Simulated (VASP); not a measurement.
# Cs (Pm-3m) in VASP: further runs

Cs is run at these levels: PBE; tasks: relaxation of cell and atoms.

All numbers are computed with VASP 6.6.1; they aren't measurements. Logs are shortened: lines on timing, memory, paths and dates and some standing lists are left out, and cuts for length are marked.

## Step 1: The cell of the first run

It takes space group Pm-3m (No. 221, cubic). Conventional cell: a = 4.970 Å, b = 4.970 Å, c = 4.970 Å, α = 90.00°, β = 90.00°, γ = 90.00°.

## Step 2: Relaxation of cell and atoms, PBE

Contents of INCAR:

```
SYSTEM = Cs
PREC = Accurate
ENCUT = 600
EDIFF = 1E-6
ISMEAR = -1
SIGMA = 0.1
LREAL = .FALSE.
LASPH = .TRUE.
NELM = 100
ALGO = Normal
ISIF = 3
LWAVE = .FALSE.
LCHARG = .FALSE.
GGA = PE
IBRION = 2
NSW = 80
EDIFFG = -0.01
```

Contents of KPOINTS:

```
regular mesh
0
G
  8 8 8
  0 0 0
```

Contents of POSCAR:

```
Cs
1.0
    4.9700000000      0.0000000000      0.0000000000
    0.0000000000      4.9700000000      0.0000000000
    0.0000000000      0.0000000000      4.9700000000
Cs
1
Direct
    0.0000000000      0.0000000000      0.0000000000
```

Potentials or basis: VASP PAW PBE potentials, release 64 (Cs_sv).

Run with:

```bash
> cat potpaw_PBE.64/Cs_sv/POTCAR > POTCAR
> mpirun -np 1 vasp_std > vasp.out
```

OUTCAR:

```text
SYSTEM = Cs
   PREC = Accurate
   ENCUT = 600
   EDIFF = 1E-6
   ISMEAR = -1
   LREAL = .FALSE.
   LASPH = .TRUE.
   NELM = 100
   ISIF = 3
   GGA = PE
   IBRION = 2
   NSW = 80
   EDIFFG = -0.01

 ion  position               nearest neighbor table
   1  0.000  0.000  0.000-

  LATTYP: Found a simple cubic cell.
 ALAT       =     4.9700000000

  Lattice vectors:

 A1 = (   4.9700000000,   0.0000000000,   0.0000000000)
 A2 = (   0.0000000000,   4.9700000000,   0.0000000000)
 A3 = (   0.0000000000,   0.0000000000,   4.9700000000)

Analysis of symmetry for initial positions (statically):
=====================================================================
 Subroutine PRICEL returns:
 Original cell was already a primitive cell.

 Routine SETGRP: Setting up the symmetry group for a
 simple cubic supercell.

 Subroutine GETGRP returns: Found 48 space group operations
 (whereof 48 operations were pure point group operations)
 out of a pool of 48 trial point group operations.

The static configuration has the point symmetry O_h .

Analysis of symmetry for dynamics (positions and initial velocities):
=====================================================================
 Subroutine PRICEL returns:
 Original cell was already a primitive cell.

 Routine SETGRP: Setting up the symmetry group for a
 simple cubic supercell.

 Subroutine GETGRP returns: Found 48 space group operations
 (whereof 48 operations were pure point group operations)
 out of a pool of 48 trial point group operations.

The dynamic configuration has the point symmetry O_h .

 Subroutine INISYM returns: Found 48 space group operations
 (whereof 48 operations are pure point group operations),
 and found     1 'primitive' translations

----------------------------------------------------------------------------------------

                                     Primitive cell

  volume of cell :     122.7635

  direct lattice vectors                    reciprocal lattice vectors
     4.970000000  0.000000000  0.000000000     0.201207243  0.000000000  0.000000000
     0.000000000  4.970000000  0.000000000     0.000000000  0.201207243  0.000000000
     0.000000000  0.000000000  4.970000000     0.000000000  0.000000000  0.201207243

  length of vectors
     4.970000000  4.970000000  4.970000000     0.201207243  0.201207243  0.201207243

  position of ions in fractional coordinates (direct lattice)
     0.000000000  0.000000000  0.000000000

  ion indices of the primitive-cell ions
   primitive index   ion index
                 1           1

----------------------------------------------------------------------------------------

 KPOINTS: regular mesh

Automatic generation of k-mesh.
 Grid dimensions read from file:
 generate k-points for:    8    8    8

 Generating k-lattice:

  Cartesian coordinates                     Fractional coordinates (reciprocal lattice)
     0.025150905  0.000000000  0.000000000     0.125000000  0.000000000  0.000000000
     0.000000000  0.025150905  0.000000000     0.000000000  0.125000000  0.000000000
     0.000000000  0.000000000  0.025150905     0.000000000  0.000000000  0.125000000

  Length of vectors
     0.025150905  0.025150905  0.025150905

  Shift w.r.t. Gamma in fractional coordinates (k-lattice)
     0.000000000  0.000000000  0.000000000

 Subroutine IBZKPT returns following result:
 ===========================================

 Found     35 irreducible k-points:

 Following reciprocal coordinates:
            Coordinates               Weight
  0.000000  0.000000  0.000000      1.000000
  0.125000  0.000000  0.000000      6.000000
  0.250000  0.000000  0.000000      6.000000
  0.375000  0.000000  0.000000      6.000000
  0.500000  0.000000  0.000000      3.000000
  0.125000  0.125000  0.000000     12.000000
[... 16 lines left out ...]
  0.375000  0.375000  0.125000     24.000000
  0.500000  0.375000  0.125000     24.000000
 [... further k-points ...]
   k-points           NKPTS =     35   k-points in BZ     NKDIM =     35   number of bands    NBANDS=      8
   number of dos      NEDOS =    301   number of ions     NIONS =      1
   total plane-waves  NPLWV =  64000
   dimension x,y,z NGX =    40 NGY =   40 NGZ =   40
   dimension x,y,z NGXF=    80 NGYF=   80 NGZF=   80
   ions per type =               1
   NGX,Y,Z   is equivalent  to a cutoff of  13.38, 13.38, 13.38 a.u.
   NGXF,Y,Z  is equivalent  to a cutoff of  26.76, 26.76, 26.76 a.u.
 SYSTEM =  Cs
   PREC   = accura    normal or accurate (medium, high low for compatibility)
   ISTART =      0    job   : 0-new  1-cont  2-samecut
   ICHARG =      2    charge: 1-file 2-atom 10-const
   ISPIN  =      1    spin polarized calculation?
   LNONCOLLINEAR =      F non collinear calculations
   LSORBIT =      F    spin-orbit coupling
   LASPH  =      T    aspherical Exc in radial PAW
   ENCUT  =  600.0 eV  44.10 Ry    6.64 a.u.   9.93  9.93  9.93*2*pi/ulx,y,z
   NELM   =    100;   NELMIN=  2; NELMDL= -5     # of ELM steps
   EDIFF  = 0.1E-05   stopping-criterion for ELM
   LREAL  =      F    real-space projection
   EDIFFG = -.1E-01   stopping-criterion for IOM
   NSW    =     80    number of steps for IOM
   IBRION =      2    ionic relax: 0-MD 1-quasi-New 2-CG
   NFREE  =      1    steps in history (QN), initial steepest desc. (CG)
   ISIF   =      3    stress and relaxation
   ISYM   =      2    0-nonsym 1-usesym 2-fastsym
   POTIM  = 0.5000    time-step for ionic-motion
   TEBEG  =    0.0;   TEEND  =   0.0 temperature during run
   PSTRESS=    0.0 pullay stress
   NELECT =       9.0000    total number of electrons
   NUPDOWN=      -1.0000    fix difference up-down
   EMIN   =  10.00;   EMAX   =-10.00  energy-range for DOS
   EFERMI =   0.00;   METHOD = LEGACY
   ISMEAR =    -1;   SIGMA  =   0.10  broadening in eV -4-tet -1-fermi 0-gaus
   EFERMI_NEDOS =   21; number of points for ismear=-14 and -15
   IALGO  =     38    algorithm
   IMIX   =      4    mixing-type and parameters
     AMIX     =   0.40;   BMIX     =  1.00
     AMIX_MAG =   1.60;   BMIX_MAG =  1.00
  volume/ion in A,a.u.               =     122.76       828.45
  Fermi-wavevector in a.u.,A,eV,Ry     =   0.685171  1.294786  6.387391  0.469460
  Thomas-Fermi vector in A             =   1.765036
   LORBIT       =      0    0 simple, 1 ext, 2 COOP (PROOUT), +10 PAW based schemes
   GGA     = PE    functional components
   LHFCALC =     F    Hartree Fock is set to
   AEXX    =    0.0000 exact exchange contribution
   IVDW    =     0    specifies the selected vdW correction
   LEPSILON=     F    determine dielectric tensor
   LRPA    =     F    only Hartree local field effects (RPA)
 conjugate gradient relaxation of ions
 non-spin polarized calculation
  energy-cutoff  :      600.00
  volume of cell :      122.76
 maximum number of plane-waves:      4130
 NGX is ok and might be reduce to    40
   NGX = 19   NGY = 19   NGZ = 19

--------------------------------------- Ionic step        1  -------------------------------------------

 number of electron       8.9999999 magnetization

 Free energy of the ion-electron system (eV)
  ---------------------------------------------------
  ext. energy  EPLUGINS =         0.00000000
  ---------------------------------------------------
  free energy    TOTEN  =        -0.77669041 eV

  energy without entropy =       -0.73837392  energy(sigma->0) =       -0.75753217

------------------------ aborting loop because EDIFF is reached ----------------------------------------

  FORCE on cell =-STRESS in cart. coord.  units (eV):
  Direction    XX          YY          ZZ          XY          YZ          ZX
  --------------------------------------------------------------------------------------
  -------------------------------------------------------------------------------------
  Total        0.0495028      0.0495028      0.0495028      0.0000000      0.0000000      0.0000000
  in kB        0.6460575      0.6460575      0.6460575      0.0000000      0.0000000      0.0000000
  external PRESSURE =       0.6460575 kB  Pullay stress =       0.0000000 kB
[... 125 lines left out ...]
  energy  without entropy=       -0.7395055327  energy(sigma->0) =       -0.75827921

--------------------------------------- Ionic step        5  -------------------------------------------

 number of electron       9.0000000 magnetization

 Free energy of the ion-electron system (eV)
  ---------------------------------------------------
  ext. energy  EPLUGINS =         0.00000000
  ---------------------------------------------------
  free energy    TOTEN  =        -0.77763762 eV

  energy without entropy =       -0.73986114  energy(sigma->0) =       -0.75874938

 E-fermi :   0.2288     XC(G=0):  -5.1362

 val. band max:        0.1721157279   @ k =   0.5000   0.1250   0.0000
 cond. band min:       0.3176241543   @ k =   0.5000   0.1250   0.1250
 fundamental gap:      0.1455084264
 Fermi energy:         0.2288389182

 k-point     1 :       0.0000    0.0000    0.0000
  band No.  band energies     occupation
      1     -23.8291      2.00000
      2     -10.5632      2.00000
      3     -10.5632      2.00000
      4     -10.5632      2.00000
      5      -1.3457      2.00000
      6       1.5833      0.00000
      7       1.5833      0.00000
      8       4.4266      0.00000
[... 243 lines left out ...]
 k-point    24 :       0.5000    0.3750    0.1250
  band No.  band energies     occupation
      1     -23.8171      2.00000
      2     -10.6975      2.00000
      3     -10.6737      2.00000
      4     -10.5604      2.00000
      5       0.6772      0.02234
      6       1.2185      0.00010
      7       2.0616      0.00000
      8       2.2840      0.00000

 [... further k-points ...]
[... 5 lines left out ...]
  --------------------------------------------------------------------------------------
  -------------------------------------------------------------------------------------
  Total       -0.0027376     -0.0027376     -0.0027376     -0.0000000      0.0000000     -0.0000000
  in kB       -0.0343048     -0.0343048     -0.0343048     -0.0000000      0.0000000     -0.0000000
  external PRESSURE =      -0.0343048 kB  Pullay stress =       0.0000000 kB
[... 16 lines left out ...]
  FREE ENERGIE OF THE ION-ELECTRON SYSTEM (eV)
  ---------------------------------------------------
  free  energy   TOTEN  =        -0.7776376195 eV

  energy  without entropy=       -0.7398611424  energy(sigma->0) =       -0.75874938

 reached required accuracy - stopping structural energy minimisation
```

It took 73 s on 1 thread of Intel Xeon 6975P-C, shared host; peak memory 0.26 GiB.

Results:

| Quantity | Value |
| --- | --- |
| Free energy | -0.7776 eV |
| Relaxed volume | 127.86 Å³/atom |
| Relaxed cell | a = 5.038 Å, b = 5.038 Å, c = 5.038 Å, α = 90.00°, β = 90.00°, γ = 90.00° |
| Space group after relaxing (to 0.05 Å) | Pm-3m (No. 221) |
| Energy gained by relaxing | 0.9 meV/atom |
| Ionic steps | 5 |
| Pressure after relaxing | 0.0 GPa |

Step by step:
```csv
step,energy change (eV),largest force (eV/Å),pressure (GPa),volume (Å³)
1,0.0000,0.0000,0.06,122.76
2,-0.0003,0.0000,0.05,123.65
3,-0.0009,0.0000,0.02,126.32
4,-0.0004,0.0000,-0.04,131.77
5,-0.0009,0.0000,0.00,127.86
```

Final structure:
```
Cs
1.0
     5.03779    0.00000    0.00000
     0.00000    5.03779    0.00000
     0.00000    0.00000    5.03779
Cs
1
Direct
  0.00000 0.00000 0.00000
```

Caveat: spin-orbit coupling is left out, which moves the levels of the heavy elements.

## Step 3: Relaxation of cell and atoms, PBE, target pressure 10 GPa, at which the enthalpy is minimised

Contents of INCAR:

```
PREC = Accurate
ENCUT = 600
EDIFF = 1E-6
ISMEAR = -1
SIGMA = 0.1
LREAL = False
LASPH = True
NELM = 100
ALGO = Normal
ISIF = 3
LWAVE = False
LCHARG = False
GGA = PE
IBRION = 2
NSW = 80
EDIFFG = -0.01
PSTRESS = 100.0
```

Contents of KPOINTS:

```
regular mesh
0
Gamma
  8 8 8
```

POSCAR is that of step 2.

Potentials or basis: VASP PAW PBE potentials, release 64 (Cs_sv).

Run with:

```bash
> cat potpaw_PBE.64/Cs_sv/POTCAR > POTCAR
> mpirun -np 1 vasp_std > vasp.out
```

Wall time 1.8 min (1 thread of Intel Xeon 6975P-C, shared host); peak memory 0.28 GiB.

Results (log left out):

* Free energy: 0.3359 eV
* Relaxed volume: 36.74 Å³/atom
* Relaxed cell: a = 3.324 Å, b = 3.324 Å, c = 3.324 Å, α = 90.00°, β = 90.00°, γ = 90.00°
* Space group after relaxing (to 0.05 Å): Pm-3m (No. 221)
* Energy change on relaxing (the enthalpy is what falls): +1112.5 meV/atom
* Ionic steps: 7
* Pressure after relaxing: 10.0 GPa

Step by step:
| step | energy change (eV) | largest force (eV/Å) | pressure (GPa) | volume (Å³) |
| --- | --- | --- | --- | --- |
| 1 | 0.0000 | 0.0000 | 0.06 | 122.76 |
| 2 | 1.6010 | 0.0000 | 19.21 | 31.10 |
| 3 | 0.9998 | 0.0000 | 8.42 | 38.70 |
| 4 | 1.0793 | 0.0000 | 9.52 | 37.28 |
| 5 | 1.1468 | 0.0000 | 10.52 | 36.20 |
| 6 | 1.1082 | 0.0000 | 9.93 | 36.81 |
| 7 | 1.1125 | 0.0000 | 9.99 | 36.74 |

Final structure:
```
Cs
1.0
     3.32427    0.00000    0.00000
     0.00000    3.32427    0.00000
     0.00000    0.00000    3.32427
Cs
1
Direct
  0.00000 0.00000 0.00000
```

Levels at points of the mesh, in eV from the Fermi level:
```
           k point  band 2  band 3  band 4  band 5  band 6  band 7  band 8
(0.00, 0.00, 0.00)   -9.51   -9.51   -9.51   -1.40    0.43    0.43    9.68
(0.50, 0.00, 0.00)  -13.03   -9.08   -9.08    1.29    1.61    3.16    4.63
(0.50, 0.50, 0.00)  -12.35  -12.35   -8.68   -2.09    2.89    5.82    5.82
(0.50, 0.50, 0.50)  -11.76  -11.76  -11.76   -0.29   -0.29   -0.29    3.68
```

Caveat: the cell is relaxed towards a set pressure, so the enthalpy falls and the energy may rise; the volume moved by over 15 % at a fixed basis, so the end points are rough; spin-orbit coupling is left out, which moves the levels of the heavy elements.

[end of part 1 of 2]
